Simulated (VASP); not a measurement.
Here is a VASP 6.6.1 calculation.

The input INCAR:

```
PREC = Accurate ; ENCUT = 600
EDIFF = 1E-8 ; ISMEAR = 0
SIGMA = 0.01 ; LREAL = F
LASPH = T ; NELM = 100
ALGO = Normal ; ISIF = 3
LWAVE = F ; LCHARG = F
GGA = PS ; NBANDS = 16
IBRION = 6 ; NFREE = 2
POTIM = 0.015 ; NSW = 1
```

KPOINTS

```
regular mesh
0
Gamma
  8 8 8
```

File POSCAR:

```
GaAs
1.0
    0.0000000000      2.8291964418      2.8291964418
    2.8291964418      0.0000000000      2.8291964418
    2.8291964418      2.8291964418      0.0000000000
Ga As
1 1
Direct
    0.0000000000      0.0000000000      0.0000000000
    0.7500000000      0.7500000000      0.7500000000
```

Potentials or basis: VASP PAW PBE potentials, release 64 (Ga_d, As).

Command:

```console
$ cat potpaw_PBE.64/Ga_d/POTCAR potpaw_PBE.64/As/POTCAR > POTCAR
$ mpirun -np 1 vasp_std > vasp.out
```

Q: Estimate the elastic constants C11, C12, C44.

A: 110, 50, 55 GPa.

Q: Predict the Voigt bulk modulus.

A: 70 GPa.

Q: Predict the highest phonon frequency at Γ, LO-TO splitting left out.

A: 264 cm⁻¹.

Clamped-ion elastic tensor (GPa):
```
110  50  50   0   0   0
 50 110  50   0   0   0
 50  50 110   0   0   0
  0   0   0  75   0   0
  0   0   0   0  75   0
  0   0   0   0   0  75
```

Caveat: the PAW data sets were made with another functional, which shifts forces and pressure a little.
